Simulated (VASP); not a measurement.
# Ti (P6_3/mmc) in VASP: single point with PBE

Aim: the single point of Ti with PBE.

All numbers are computed with VASP 6.6.1; they aren't measurements. Logs are shortened: lines on timing, memory, paths and dates and some standing lists are left out, and cuts for length are marked.

## 1. The cell of the first run

It takes space group P6_3/mmc (No. 194, hexagonal). Conventional cell: a = 2.939 Å, b = 2.939 Å, c = 4.650 Å, α = 90.00°, β = 90.00°, γ = 120.00°. Ti (site symmetry -6m2) has 12 Ti at 2.88 to 2.94 Å within 3.8 Å.

## 2. Single point, PBE

File INCAR:

```
SYSTEM = Ti
PREC = Accurate
ENCUT = 520
EDIFF = 1E-7
ISMEAR = 0
SIGMA = 0.1
LREAL = .False.
LASPH = .True.
NELM = 80
ALGO = Normal
ISIF = 2
LWAVE = .False.
LCHARG = .False.
GGA = PE
NBANDS = 19
```

File KPOINTS:

```
Automatic mesh
0
Gamma
  24 24 14
  0 0 0
```

File POSCAR:

```
Ti
1.0
    2.9388981306      0.0000000000      0.0000000000
   -1.4694490653      2.5451604402      0.0000000000
    0.0000000000      0.0000000000      4.6499807889
Ti
2
Direct
    0.3333333333      0.6666666667      0.2500000000
    0.6666666667      0.3333333333      0.7500000000
```

Potentials or basis: VASP PAW PBE potentials, release 64 (Ti_sv).

Launch:

```sh
> cat potpaw_PBE.64/Ti_sv/POTCAR > POTCAR
> mpirun -np 1 vasp_std > vasp.out
```

OUTCAR:

```text
SYSTEM = Ti
   PREC = Accurate
   ENCUT = 520
   EDIFF = 1E-7
   ISMEAR = 0
   LREAL = .False.
   LASPH = .True.
   NELM = 80
   ISIF = 2
   GGA = PE

 ion  position               nearest neighbor table
   1  0.333  0.667  0.250-   2 2.88   2 2.88   2 2.88   2 2.88   2 2.88   2 2.88
   2  0.667  0.333  0.750-   1 2.88   1 2.88   1 2.88   1 2.88   1 2.88   1 2.88

  LATTYP: Found a hexagonal cell.
 ALAT       =     2.9388981306
 C/A-ratio  =     1.5822191115

  Lattice vectors:

 A1 = (   2.9388981306,   0.0000000000,   0.0000000000)
 A2 = (  -1.4694490653,   2.5451604402,   0.0000000000)
 A3 = (   0.0000000000,   0.0000000000,   4.6499807889)

Analysis of symmetry for initial positions (statically):
=====================================================================
 Subroutine PRICEL returns:
 Original cell was already a primitive cell.

 Routine SETGRP: Setting up the symmetry group for a
 hexagonal supercell.

 Subroutine GETGRP returns: Found 24 space group operations
 (whereof 12 operations were pure point group operations)
 out of a pool of 24 trial point group operations.

The static configuration has the point symmetry D_3d.
 The point group associated with its full space group is D_6h.

Analysis of symmetry for dynamics (positions and initial velocities):
=====================================================================
 Subroutine PRICEL returns:
 Original cell was already a primitive cell.

 Routine SETGRP: Setting up the symmetry group for a
 hexagonal supercell.

 Subroutine GETGRP returns: Found 24 space group operations
 (whereof 12 operations were pure point group operations)
 out of a pool of 24 trial point group operations.

The dynamic configuration has the point symmetry D_3d.
 The point group associated with its full space group is D_6h.

 Subroutine INISYM returns: Found 24 space group operations
 (whereof 12 operations are pure point group operations),
 and found     1 'primitive' translations

----------------------------------------------------------------------------------------

                                     Primitive cell

  volume of cell :      34.7817

  direct lattice vectors                    reciprocal lattice vectors
     2.938898131  0.000000000  0.000000000     0.340263580  0.196451270  0.000000000
    -1.469449065  2.545160440  0.000000000     0.000000000  0.392902539  0.000000000
     0.000000000  0.000000000  4.649980789     0.000000000  0.000000000  0.215054652

  length of vectors
     2.938898131  2.938898131  4.649980789     0.392902539  0.392902539  0.215054652

  position of ions in fractional coordinates (direct lattice)
     0.333333333  0.666666667  0.250000000
     0.666666667  0.333333333  0.750000000

  ion indices of the primitive-cell ions
   primitive index   ion index
                 1           1
                 2           2

----------------------------------------------------------------------------------------

 KPOINTS: Automatic mesh

Automatic generation of k-mesh.
 Grid dimensions read from file:
 generate k-points for:   24   24   14

 Generating k-lattice:

  Cartesian coordinates                     Fractional coordinates (reciprocal lattice)
     0.014177649  0.008185470  0.000000000     0.041666667  0.000000000  0.000000000
     0.000000000  0.016370939  0.000000000     0.000000000  0.041666667  0.000000000
     0.000000000  0.000000000  0.015361047     0.000000000  0.000000000  0.071428571

  Length of vectors
     0.016370939  0.016370939  0.015361047

  Shift w.r.t. Gamma in fractional coordinates (k-lattice)
     0.000000000  0.000000000  0.000000000

 Subroutine IBZKPT returns following result:
 ===========================================

 Found    488 irreducible k-points:

 Following reciprocal coordinates:
            Coordinates               Weight
  0.000000  0.000000  0.000000      1.000000
  0.041667  0.000000  0.000000      6.000000
  0.083333  0.000000  0.000000      6.000000
  0.125000  0.000000  0.000000      6.000000
  0.166667  0.000000  0.000000      6.000000
  0.208333  0.000000  0.000000      6.000000
[... 16 lines left out ...]
  0.416667  0.041667  0.000000     12.000000
  0.458333  0.041667  0.000000     12.000000
 [... further k-points ...]
   k-points           NKPTS =    488   k-points in BZ     NKDIM =    488   number of bands    NBANDS=     19
   number of dos      NEDOS =    301   number of ions     NIONS =      2
   total plane-waves  NPLWV =  20736
   dimension x,y,z NGX =    24 NGY =   24 NGZ =   36
   dimension x,y,z NGXF=    48 NGYF=   48 NGZF=   72
   ions per type =               2
   NGX,Y,Z   is equivalent  to a cutoff of  13.58, 13.58, 12.87 a.u.
   NGXF,Y,Z  is equivalent  to a cutoff of  27.15, 27.15, 25.74 a.u.
 SYSTEM =  Ti
   PREC   = accura    normal or accurate (medium, high low for compatibility)
   ISTART =      0    job   : 0-new  1-cont  2-samecut
   ICHARG =      2    charge: 1-file 2-atom 10-const
   ISPIN  =      1    spin polarized calculation?
   LNONCOLLINEAR =      F non collinear calculations
   LSORBIT =      F    spin-orbit coupling
   LASPH  =      T    aspherical Exc in radial PAW
   ENCUT  =  520.0 eV  38.22 Ry    6.18 a.u.   5.46  5.46  8.65*2*pi/ulx,y,z
   NELM   =     80;   NELMIN=  2; NELMDL= -5     # of ELM steps
   EDIFF  = 0.1E-06   stopping-criterion for ELM
   LREAL  =      F    real-space projection
   EDIFFG = 0.1E-05   stopping-criterion for IOM
   NSW    =      0    number of steps for IOM
   IBRION =     -1    ionic relax: 0-MD 1-quasi-New 2-CG
   NFREE  =      0    steps in history (QN), initial steepest desc. (CG)
   ISIF   =      2    stress and relaxation
   ISYM   =      2    0-nonsym 1-usesym 2-fastsym
   POTIM  = 0.5000    time-step for ionic-motion
   TEBEG  =    0.0;   TEEND  =   0.0 temperature during run
   PSTRESS=    0.0 pullay stress
   NELECT =      24.0000    total number of electrons
   NUPDOWN=      -1.0000    fix difference up-down
   EMIN   =  10.00;   EMAX   =-10.00  energy-range for DOS
   EFERMI =   0.00;   METHOD = LEGACY
   ISMEAR =     0;   SIGMA  =   0.10  broadening in eV -4-tet -1-fermi 0-gaus
   EFERMI_NEDOS =   21; number of points for ismear=-14 and -15
   IALGO  =     38    algorithm
   IMIX   =      4    mixing-type and parameters
     AMIX     =   0.40;   BMIX     =  1.00
     AMIX_MAG =   1.60;   BMIX_MAG =  1.00
  volume/ion in A,a.u.               =      17.39       117.36
  Fermi-wavevector in a.u.,A,eV,Ry     =   1.446644  2.733760 28.473979  2.092778
  Thomas-Fermi vector in A             =   2.564689
   LORBIT       =      0    0 simple, 1 ext, 2 COOP (PROOUT), +10 PAW based schemes
   GGA     = PE    functional components
   LHFCALC =     F    Hartree Fock is set to
   AEXX    =    0.0000 exact exchange contribution
   IVDW    =     0    specifies the selected vdW correction
   LEPSILON=     F    determine dielectric tensor
   LRPA    =     F    only Hartree local field effects (RPA)
 non-spin polarized calculation
 Gauss-broadening in eV      SIGMA  =   0.10
  energy-cutoff  :      520.00
  volume of cell :       34.78
 maximum number of plane-waves:       965
 NGX is ok and might be reduce to    24
   NGX = 11   NGY = 11   NGZ = 17

 number of electron      24.0000002 magnetization

 Free energy of the ion-electron system (eV)
  ---------------------------------------------------
  ext. energy  EPLUGINS =         0.00000000
  ---------------------------------------------------
  free energy    TOTEN  =       -15.67714283 eV

  energy without entropy =      -15.66745626  energy(sigma->0) =      -15.67229954

 E-fermi :   8.3313     XC(G=0): -11.4914

 val. band max:        8.3213906024   @ k =   0.0417   0.0000   0.2857
 cond. band min:       8.3313496994   @ k =   0.2500   0.2500   0.4286
 fundamental gap:      0.0099590970
 Fermi energy:         8.3313477193

 k-point     1 :       0.0000    0.0000    0.0000
  band No.  band energies     occupation
      1     -48.5418      2.00000
      2     -48.4053      2.00000
      3     -25.1298      2.00000
      4     -24.4879      2.00000
      5     -24.4879      2.00000
      6     -24.4235      2.00000
[... 11 lines left out ...]
     18       9.9372      0.00000
     19      11.4668      0.00000

 k-point     2 :       0.0417    0.0000    0.0000
  band No.  band energies     occupation
      1     -48.5400      2.00000
      2     -48.4046      2.00000
      3     -25.1260      2.00000
      4     -24.4957      2.00000
      5     -24.4905      2.00000
      6     -24.4251      2.00000
[... 11 lines left out ...]
     18       9.9092      0.00000
     19      11.4822      0.00000

 k-point     3 :       0.0833    0.0000    0.0000
  band No.  band energies     occupation
      1     -48.5350      2.00000
      2     -48.4027      2.00000
      3     -25.1146      2.00000
      4     -24.5187      2.00000
      5     -24.4982      2.00000
      6     -24.4300      2.00000
[... 11 lines left out ...]
     18       9.8305      0.00000
     19      11.5238      0.00000

 k-point     4 :       0.1250    0.0000    0.0000
  band No.  band energies     occupation
      1     -48.5269      2.00000
      2     -48.3996      2.00000
      3     -25.0962      2.00000
      4     -24.5553      2.00000
      5     -24.5102      2.00000
      6     -24.4568      2.00000
[... 407 lines left out ...]
     18      11.7759      0.00000
     19      11.8541      0.00000

 k-point    23 :       0.4167    0.0417    0.0000
  band No.  band energies     occupation
      1     -48.4306      2.00000
      2     -48.3802      2.00000
      3     -24.9363      2.00000
      4     -24.8428      2.00000
      5     -24.8160      2.00000
      6     -24.6283      2.00000
[... 11 lines left out ...]
     18      11.8668      0.00000
     19      12.1875      0.00000

 k-point    24 :       0.4583    0.0417    0.0000
  band No.  band energies     occupation
      1     -48.4252      2.00000
      2     -48.3808      2.00000
      3     -24.9521      2.00000
      4     -24.8296      2.00000
      5     -24.8252      2.00000
      6     -24.6331      2.00000
[... 11 lines left out ...]
     18      11.8729      0.00000
     19      12.6046      0.00000

 [... further k-points ...]

------------------------ aborting loop because EDIFF is reached ----------------------------------------

  FORCE on cell =-STRESS in cart. coord.  units (eV):
  Direction    XX          YY          ZZ          XY          YZ          ZX
  --------------------------------------------------------------------------------------
  -------------------------------------------------------------------------------------
  Total       -0.0591621     -0.0591621     -0.0605224     -0.0000000      0.0000000      0.0000000
  in kB       -2.7252291     -2.7252291     -2.7878923     -0.0000000      0.0000000      0.0000000
  external PRESSURE =      -2.7461168 kB  Pullay stress =       0.0000000 kB

 VOLUME and BASIS-vectors are now :
 -----------------------------------------------------------------------------
  energy-cutoff  :      520.00
  volume of cell :       34.78
      direct lattice vectors                 reciprocal lattice vectors
     2.938898131  0.000000000  0.000000000     0.340263580  0.196451270  0.000000000
    -1.469449065  2.545160440  0.000000000     0.000000000  0.392902539  0.000000000
     0.000000000  0.000000000  4.649980789     0.000000000  0.000000000  0.215054652

 POSITION                                       TOTAL-FORCE (eV/Angst)
 -----------------------------------------------------------------------------------
     -0.00000      1.69677      1.16250        -0.000000     -0.000000      0.000000
      1.46945      0.84839      3.48749         0.000000      0.000000      0.000000
 -----------------------------------------------------------------------------------
    total drift:                               -0.000000      0.000000     -0.000000

  FREE ENERGIE OF THE ION-ELECTRON SYSTEM (eV)
  ---------------------------------------------------
  free  energy   TOTEN  =       -15.6771428262 eV

  energy  without entropy=      -15.6674562559  energy(sigma->0) =      -15.67229954
```

It took 1.7 min on 1 thread of Intel Xeon 6975P-C (Granite Rapids), shared host; peak memory 0.36 GiB.

What came out:

* Free energy: -15.6771 eV
* Pressure: -0.3 GPa
* Band gap on the k mesh: zero (bands 12 and 13 overlap by 1.15 eV)

Levels at points of the mesh, in eV from the Fermi level:
```csv
k point,band 10,band 11,band 12,band 13,band 14,band 15
"(0.00, 0.00, 0.00)",-2.69,0.76,0.76,0.77,0.88,1.26
"(0.50, 0.00, 0.00)",-2.16,-1.85,-0.64,0.47,0.62,1.17
"(0.00, 0.00, 0.50)",-4.36,0.08,0.08,0.67,0.67,0.67
"(0.50, 0.00, 0.50)",-2.55,-0.82,-0.82,1.31,1.31,1.71
```
